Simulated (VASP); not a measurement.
# CdSe4 (Pmm2) in VASP: notebook

Runs on CdSe4. Level: PBE. Tasks: single point, relaxation of cell and atoms.

Everything below comes from runs of VASP 6.6.1. Logs are shortened: lines on timing, memory, paths and dates and some standing lists are left out, and cuts for length are marked.

### Step 1. The cell of the first run

It takes space group Pmm2 (No. 25, orthorhombic). The conventional cell has a = 3.926 Å, b = 8.218 Å, c = 5.717 Å, α = 90.00°, β = 90.00°, γ = 90.00°. Cd (site symmetry mm2) has 8 Se at 2.76 to 3.55 Å within 3.6 Å. Within 3.1 Å of Se (site symmetry m) lie 2 Se at 2.37 to 2.45 Å. Se (site symmetry m) has 1 Se at 2.37 Å and 2 Cd at 2.76 Å within 3.1 Å.

The cell was generated, and may not be a known phase.

### Step 2. Single point, PBE

Input file INCAR:

```
ALGO = Normal
EDIFF = 1E-7
ENCUT = 520
GGA = PE
ISIF = 2
ISMEAR = 0
LASPH = T
LCHARG = T
LELF = T
LREAL = F
LVHAR = T
LWAVE = F
NBANDS = 26
NELM = 60
PREC = Accurate
SIGMA = 0.2
```

Input file KPOINTS:

```
k-points
0
Gamma
  4 2 3
```

Input file POSCAR:

```
CdSe4
1.0
    3.9264724392      0.0000000000      0.0000000000
    0.0000000000      8.2177248139      0.0000000000
    0.0000000000      0.0000000000      5.7171540792
Cd Se
1 4
Direct
    0.5000000000      0.0000000000      0.6554740155
    0.0000000000      0.8509142768      0.1270485029
    0.0000000000      0.1490857232      0.1270485029
    0.0000000000      0.2187025971      0.5299437043
    0.0000000000      0.7812974029      0.5299437043
```

Potentials or basis: VASP PAW PBE potentials, release 64 (Cd, Se).

On the command line:

```
cat potpaw_PBE.64/Cd/POTCAR potpaw_PBE.64/Se/POTCAR > POTCAR
mpirun -np 1 vasp_std > vasp.out
```

OUTCAR:

```text
EDIFF = 1E-7
   ENCUT = 520
   GGA = PE
   ISIF = 2
   ISMEAR = 0
   LASPH = T
   LREAL = F
   NELM = 60
   PREC = Accurate

 ion  position               nearest neighbor table
   1  0.500  0.000  0.655-   4 2.76   5 2.76   4 2.76   5 2.76
   2  0.000  0.851  0.127-   5 2.37   3 2.45
   3  0.000  0.149  0.127-   4 2.37   2 2.45
   4  0.000  0.219  0.530-   3 2.37   1 2.76   1 2.76
   5  0.000  0.781  0.530-   2 2.37   1 2.76   1 2.76

  LATTYP: Found a simple orthorhombic cell.
 ALAT       =     3.9264724392
 B/A-ratio  =     1.4560535360
 C/A-ratio  =     2.0929027113

  Lattice vectors:

 A1 = (  -3.9264724392,   0.0000000000,   0.0000000000)
 A2 = (   0.0000000000,   0.0000000000,   5.7171540792)
 A3 = (   0.0000000000,   8.2177248139,   0.0000000000)

Analysis of symmetry for initial positions (statically):
=====================================================================
 Subroutine PRICEL returns:
 Original cell was already a primitive cell.

 Routine SETGRP: Setting up the symmetry group for a
 simple orthorhombic supercell.

 Subroutine GETGRP returns: Found  4 space group operations
 (whereof  4 operations were pure point group operations)
 out of a pool of  8 trial point group operations.

The static configuration has the point symmetry C_2v.

Analysis of symmetry for dynamics (positions and initial velocities):
=====================================================================
 Subroutine PRICEL returns:
 Original cell was already a primitive cell.

 Routine SETGRP: Setting up the symmetry group for a
 simple orthorhombic supercell.

 Subroutine GETGRP returns: Found  4 space group operations
 (whereof  4 operations were pure point group operations)
 out of a pool of  8 trial point group operations.

The dynamic configuration has the point symmetry C_2v.

 Subroutine INISYM returns: Found  4 space group operations
 (whereof  4 operations are pure point group operations),
 and found     1 'primitive' translations

----------------------------------------------------------------------------------------

                                     Primitive cell

  volume of cell :     184.4735

  direct lattice vectors                    reciprocal lattice vectors
     3.926472439  0.000000000  0.000000000     0.254681528  0.000000000  0.000000000
     0.000000000  8.217724814  0.000000000     0.000000000  0.121688183  0.000000000
     0.000000000  0.000000000  5.717154079     0.000000000  0.000000000  0.174912200

  length of vectors
     3.926472439  8.217724814  5.717154079     0.254681528  0.121688183  0.174912200

  position of ions in fractional coordinates (direct lattice)
     0.500000000  0.000000000  0.655474015
     0.000000000  0.850914277  0.127048503
     0.000000000  0.149085723  0.127048503
     0.000000000  0.218702597  0.529943704
     0.000000000  0.781297403  0.529943704

  ion indices of the primitive-cell ions
   primitive index   ion index
                 1           1
                 2           2
                 3           3
                 4           4
                 5           5

----------------------------------------------------------------------------------------

 KPOINTS: k-points

Automatic generation of k-mesh.
 Grid dimensions read from file:
 generate k-points for:    4    2    3

 Generating k-lattice:

  Cartesian coordinates                     Fractional coordinates (reciprocal lattice)
     0.063670382  0.000000000  0.000000000     0.250000000  0.000000000  0.000000000
     0.000000000  0.060844091  0.000000000     0.000000000  0.500000000  0.000000000
     0.000000000  0.000000000  0.058304067     0.000000000  0.000000000  0.333333333

  Length of vectors
     0.063670382  0.060844091  0.058304067

  Shift w.r.t. Gamma in fractional coordinates (k-lattice)
     0.000000000  0.000000000  0.000000000

 Subroutine IBZKPT returns following result:
 ===========================================

 Found     12 irreducible k-points:

 Following reciprocal coordinates:
            Coordinates               Weight
  0.000000  0.000000  0.000000      1.000000
  0.250000  0.000000  0.000000      2.000000
  0.500000  0.000000  0.000000      1.000000
  0.000000  0.500000  0.000000      1.000000
  0.250000  0.500000  0.000000      2.000000
  0.500000  0.500000  0.000000      1.000000
  0.000000  0.000000  0.333333      2.000000
  0.250000  0.000000  0.333333      4.000000
  0.500000  0.000000  0.333333      2.000000
  0.000000  0.500000  0.333333      2.000000
  0.250000  0.500000  0.333333      4.000000
  0.500000  0.500000  0.333333      2.000000
   k-points           NKPTS =     12   k-points in BZ     NKDIM =     12   number of bands    NBANDS=     26
   number of dos      NEDOS =    301   number of ions     NIONS =      5
   total plane-waves  NPLWV =  92160
   dimension x,y,z NGX =    30 NGY =   64 NGZ =   48
   dimension x,y,z NGXF=    60 NGYF=  128 NGZF=   96
   ions per type =               1   4
   NGX,Y,Z   is equivalent  to a cutoff of  12.70, 12.95, 13.96 a.u.
   NGXF,Y,Z  is equivalent  to a cutoff of  25.40, 25.89, 27.92 a.u.
 SYSTEM =  unknown system
   PREC   = accura    normal or accurate (medium, high low for compatibility)
   ISTART =      0    job   : 0-new  1-cont  2-samecut
   ICHARG =      2    charge: 1-file 2-atom 10-const
   ISPIN  =      1    spin polarized calculation?
   LNONCOLLINEAR =      F non collinear calculations
   LSORBIT =      F    spin-orbit coupling
   LASPH  =      T    aspherical Exc in radial PAW
   ENCUT  =  520.0 eV  38.22 Ry    6.18 a.u.   7.30 15.28 10.63*2*pi/ulx,y,z
   NELM   =     60;   NELMIN=  2; NELMDL= -5     # of ELM steps
   EDIFF  = 0.1E-06   stopping-criterion for ELM
   LREAL  =      F    real-space projection
   EDIFFG = 0.1E-05   stopping-criterion for IOM
   NSW    =      0    number of steps for IOM
   IBRION =     -1    ionic relax: 0-MD 1-quasi-New 2-CG
   NFREE  =      0    steps in history (QN), initial steepest desc. (CG)
   ISIF   =      2    stress and relaxation
   ISYM   =      2    0-nonsym 1-usesym 2-fastsym
   POTIM  = 0.5000    time-step for ionic-motion
   TEBEG  =    0.0;   TEEND  =   0.0 temperature during run
   PSTRESS=    0.0 pullay stress
   NELECT =      36.0000    total number of electrons
   NUPDOWN=      -1.0000    fix difference up-down
   EMIN   =  10.00;   EMAX   =-10.00  energy-range for DOS
   EFERMI =   0.00;   METHOD = LEGACY
   ISMEAR =     0;   SIGMA  =   0.20  broadening in eV -4-tet -1-fermi 0-gaus
   EFERMI_NEDOS =   21; number of points for ismear=-14 and -15
   IALGO  =     38    algorithm
   IMIX   =      4    mixing-type and parameters
     AMIX     =   0.40;   BMIX     =  1.00
     AMIX_MAG =   1.60;   BMIX_MAG =  1.00
  volume/ion in A,a.u.               =      36.89       248.98
  Fermi-wavevector in a.u.,A,eV,Ry     =   0.949579  1.794444 12.268370  0.901700
  Thomas-Fermi vector in A             =   2.077875
   LORBIT       =      0    0 simple, 1 ext, 2 COOP (PROOUT), +10 PAW based schemes
   GGA     = PE    functional components
   LHFCALC =     F    Hartree Fock is set to
   AEXX    =    0.0000 exact exchange contribution
   IVDW    =     0    specifies the selected vdW correction
   LEPSILON=     F    determine dielectric tensor
   LRPA    =     F    only Hartree local field effects (RPA)
 non-spin polarized calculation
 Gauss-broadening in eV      SIGMA  =   0.20
  energy-cutoff  :      520.00
  volume of cell :      184.47
 maximum number of plane-waves:      4992
 NGX is ok and might be reduce to    30
   NGX = 15   NGY = 31   NGZ = 21

 number of electron      36.0000005 magnetization

 Free energy of the ion-electron system (eV)
  ---------------------------------------------------
  ext. energy  EPLUGINS =         0.00000000
  ---------------------------------------------------
  free energy    TOTEN  =       -14.80738066 eV

  energy without entropy =      -14.76955092  energy(sigma->0) =      -14.78846579

 E-fermi :   1.0388     XC(G=0):  -7.2879

 val. band max:        0.7785182856   @ k =   0.0000   0.5000   0.3333
 cond. band min:       1.1345628360   @ k =   0.2500   0.0000   0.3333
 fundamental gap:      0.3560445505
 Fermi energy:         1.0387687660

 k-point     1 :       0.0000    0.0000    0.0000
  band No.  band energies     occupation
      1     -14.7305      2.00000
      2     -13.4184      2.00000
      3     -11.7694      2.00000
      4     -10.2708      2.00000
      5      -7.9942      2.00000
      6      -7.9917      2.00000
[... 18 lines left out ...]
     25       5.6619      0.00000
     26       6.8854      0.00000

 k-point     2 :       0.2500    0.0000    0.0000
  band No.  band energies     occupation
      1     -14.6185      2.00000
      2     -13.3487      2.00000
      3     -11.6326      2.00000
      4     -10.2340      2.00000
      5      -7.9639      2.00000
      6      -7.9616      2.00000
[... 18 lines left out ...]
     25       6.4939      0.00000
     26       6.6832      0.00000

 k-point     3 :       0.5000    0.0000    0.0000
  band No.  band energies     occupation
      1     -14.4999      2.00000
      2     -13.2773      2.00000
      3     -11.4848      2.00000
      4     -10.1973      2.00000
      5      -7.9191      2.00000
      6      -7.9017      2.00000
[... 18 lines left out ...]
     25       5.9919      0.00000
     26       7.0830      0.00000

 k-point     4 :       0.0000    0.5000    0.0000
  band No.  band energies     occupation
      1     -14.7266      2.00000
      2     -13.4293      2.00000
      3     -11.7571      2.00000
      4     -10.2818      2.00000
      5      -7.9943      2.00000
      6      -7.9886      2.00000
[... 18 lines left out ...]
     25       6.5888      0.00000
     26       7.0731      0.00000
[... 148 lines left out ...]
      1     -14.6077      2.00000
      2     -13.3214      2.00000
      3     -12.0916      2.00000
      4     -10.6235      2.00000
      5      -7.9925      2.00000
      6      -7.9755      2.00000
[... 18 lines left out ...]
     25       6.4435      0.00000
     26       7.0710      0.00000

 k-point    11 :       0.2500    0.5000    0.3333
  band No.  band energies     occupation
      1     -14.5091      2.00000
      2     -13.2483      2.00000
      3     -11.9271      2.00000
      4     -10.5947      2.00000
      5      -7.9329      2.00000
      6      -7.9206      2.00000
[... 18 lines left out ...]
     25       6.5339      0.00000
     26       7.2243      0.00000

 k-point    12 :       0.5000    0.5000    0.3333
  band No.  band energies     occupation
      1     -14.4058      2.00000
      2     -13.1732      2.00000
      3     -11.7461      2.00000
      4     -10.5649      2.00000
      5      -7.9030      2.00000
      6      -7.8950      2.00000
[... 18 lines left out ...]
     25       6.6576      0.00000
     26       7.0260      0.00000

------------------------ aborting loop because EDIFF is reached ----------------------------------------

  FORCE on cell =-STRESS in cart. coord.  units (eV):
  Direction    XX          YY          ZZ          XY          YZ          ZX
  --------------------------------------------------------------------------------------
  -------------------------------------------------------------------------------------
  Total        0.6405166      0.5312839      0.7875024      0.0000000      0.0000000      0.0000000
  in kB        5.5629730      4.6142721      6.8395642      0.0000000      0.0000000      0.0000000
  external PRESSURE =       5.6722698 kB  Pullay stress =       0.0000000 kB

 VOLUME and BASIS-vectors are now :
 -----------------------------------------------------------------------------
  energy-cutoff  :      520.00
  volume of cell :      184.47
      direct lattice vectors                 reciprocal lattice vectors
     3.926472439  0.000000000  0.000000000     0.254681528  0.000000000  0.000000000
     0.000000000  8.217724814  0.000000000     0.000000000  0.121688183  0.000000000
     0.000000000  0.000000000  5.717154079     0.000000000  0.000000000  0.174912200

 POSITION                                       TOTAL-FORCE (eV/Angst)
 -----------------------------------------------------------------------------------
      1.96324      0.00000      3.74745         0.000000      0.000000      0.021816
      0.00000      6.99258      0.72636         0.000000     -0.069533     -0.061044
      0.00000      1.22515      0.72636         0.000000      0.069533     -0.061044
      0.00000      1.79724      3.02977        -0.000000      0.075071      0.050136
      0.00000      6.42049      3.02977        -0.000000     -0.075071      0.050136
 -----------------------------------------------------------------------------------
    total drift:                                0.000000      0.000000      0.000279

  FREE ENERGIE OF THE ION-ELECTRON SYSTEM (eV)
  ---------------------------------------------------
  free  energy   TOTEN  =       -14.8073806625 eV

  energy  without entropy=      -14.7695509201  energy(sigma->0) =      -14.78846579
```

It took 42 s on 1 thread of AMD EPYC 9R45 (Zen 5), shared host; peak memory 0.27 GiB.

Results:

- Free energy: -14.8074 eV
- Pressure: 0.6 GPa
- Largest force: 0.093 eV/Å
- Band gap on the k mesh: zero (bands 18 and 19 overlap by 0.29 eV)

Forces in eV/Å, atoms in the order of the input:
```
Cd   0.000  0.000  0.022
Se   0.000 -0.070 -0.061
Se   0.000  0.070 -0.061
Se   0.000  0.075  0.050
Se   0.000 -0.075  0.050
```

Caveat: the k points lie up to 0.40 Å⁻¹ apart; semilocal functionals underestimate gaps, and a narrow one can read as zero.

### Step 3. Relaxation of cell and atoms, PBE

This run uses another cell than the first one, of 32.12 Å³/atom.

Input file INCAR:

```
PREC = Accurate
ENCUT = 600
EDIFF = 1E-7
ISMEAR = 0
SIGMA = 0.2
LREAL = False
LASPH = True
NELM = 60
ALGO = Normal
ISIF = 3
LWAVE = False
LCHARG = False
GGA = PE
IBRION = 2
NSW = 36
EDIFFG = -0.08
```

Input file KPOINTS:

```
Automatic mesh
0
Gamma
  4 2 3
```

Input file POSCAR:

```
CdSe4
1.0
    3.7787372900      0.0000000000      0.0000000000
    0.0000000000      7.6003132700      0.0000000000
    0.0000000000      0.0000000000      5.5913118100
Cd Se
1 4
Direct
    0.5000000000      0.0000000000      0.5448300100
    0.0000000000      0.8617941900      0.2141511600
    0.0000000000      0.1382058100      0.2141511600
    0.0000000000      0.2751093200      0.4981630500
    0.0000000000      0.7248906800      0.4981630500
```

Potentials or basis: VASP PAW PBE potentials, release 64 (Cd, Se).

On the command line:

```
cat potpaw_PBE.64/Cd/POTCAR potpaw_PBE.64/Se/POTCAR > POTCAR
mpirun -np 1 vasp_std > vasp.out
```

Run time: 15 min. Hardware: 1 thread of AMD EPYC 9R45 (Zen 5), shared host; peak memory 0.3 GiB.

Results (log left out):

* Free energy: -14.8080 eV
* Relaxed volume: 36.94 Å³/atom
* Relaxed cell: a = 4.138 Å, b = 8.243 Å, c = 5.415 Å, α = 90.00°, β = 90.00°, γ = 90.00°
* Space group after relaxing (to 0.1 Å): Pmm2 (No. 25)
* Energy gained by relaxing: 1538.1 meV/atom
* Ionic steps: 33
* Pressure after relaxing: 0.0 GPa
* Largest force after relaxing: 0.049 eV/Å
* Band gap on the k mesh: zero (bands 18 and 19 overlap by 0.13 eV)

Forces on the atoms (eV/Å):
```
Cd   0.000  0.000 -0.049
Se   0.000 -0.009 -0.018
Se   0.000  0.009 -0.018
Se   0.000 -0.005  0.043
Se   0.000  0.005  0.043
```

Stress tensor (GPa, compression positive):
```
-0.19  0.00  0.00
 0.00 -0.01  0.00
 0.00  0.00  0.05
```

The path:
```csv
step,energy change (eV),largest force (eV/Å),pressure (GPa),volume (Å³)
1,0.0000,14.8963,28.23,160.58
2,-0.8339,3.2692,-4.45,323.55
3,-1.3029,3.2414,-4.83,306.85
4,-1.8280,3.1419,-5.21,290.81
5,-4.8488,1.5451,-5.24,220.25
6,-6.0794,2.2670,-1.48,189.09
7,-6.0546,4.2212,3.35,174.51
8,-6.1701,3.0168,0.08,183.08
9,-6.1749,3.2303,0.60,181.45
10,-6.6685,1.5880,-2.25,186.42
11,-6.6937,1.6350,-2.56,187.35
12,-7.1477,0.8596,0.38,175.62
13,-7.1918,1.1998,2.07,170.93
14,-7.4067,0.4529,1.59,171.00
15,-7.4088,0.4493,1.55,170.99
16,-7.4638,0.3502,-0.14,177.92
17,-7.4650,0.4253,-0.42,179.23
18,-7.4961,0.3056,-0.12,180.78
19,-7.4975,0.3439,-0.04,181.15
20,-7.5182,0.2692,-0.05,181.71
21,-7.5532,0.2130,-0.05,183.34
22,-7.5546,0.1936,-0.05,183.77
23,-7.5796,0.1811,-0.08,184.07
24,-7.6302,0.1635,0.02,184.76
25,-7.5441,1.0962,1.42,185.06
26,-7.6292,0.3646,0.43,184.95
27,-7.6463,0.2431,0.13,185.79
28,-7.6686,0.1375,-0.60,188.10
29,-7.6689,0.1645,-0.68,188.38
30,-7.6805,0.0822,-0.45,187.20
31,-7.6882,0.0691,-0.08,185.38
32,-7.6885,0.0982,0.01,184.98
33,-7.6903,0.0491,-0.05,184.71
```

Final structure:
```
Cd Se
1.0
     4.13775    0.00000    0.00000
     0.00000    8.24334    0.00000
     0.00000    0.00000    5.41519
Cd Se
1 4
Cartesian
  2.0689 0.0000 3.5209
  0.0000 6.9686 0.6352
  0.0000 1.2747 0.6352
  0.0000 1.8088 2.9369
  4.1377 6.4346 2.9369
```

Levels at points of the mesh, in eV from the Fermi level:
| k point | band 15 | band 16 | band 17 | band 18 | band 19 | band 20 | band 21 | band 22 |
| --- | --- | --- | --- | --- | --- | --- | --- | --- |
| (0.00, 0.00, 0.00) | -2.36 | -2.32 | -1.00 | 0.17 | 0.34 | 0.97 | 1.60 | 3.57 |
| (0.50, 0.00, 0.00) | -2.87 | -2.41 | -1.85 | -1.07 | 0.54 | 1.18 | 1.95 | 2.47 |
| (0.00, 0.50, 0.00) | -2.75 | -2.33 | -0.98 | 0.16 | 0.57 | 0.78 | 1.85 | 3.22 |
| (0.50, 0.50, 0.00) | -2.72 | -2.40 | -2.18 | -1.09 | 0.64 | 1.03 | 2.04 | 2.72 |

Caveat: the k points lie up to 0.39 Å⁻¹ apart in the final cell; the volume moved by over 15 % at a fixed basis, so the end points are rough; semilocal functionals underestimate gaps, and a narrow one can read as zero; the relaxation stopped at a loose force limit of 0.08 eV/Å, so its end isn't a converged minimum.

The gap in the log of VASP goes by the Fermi energy; the results here count the filled bands.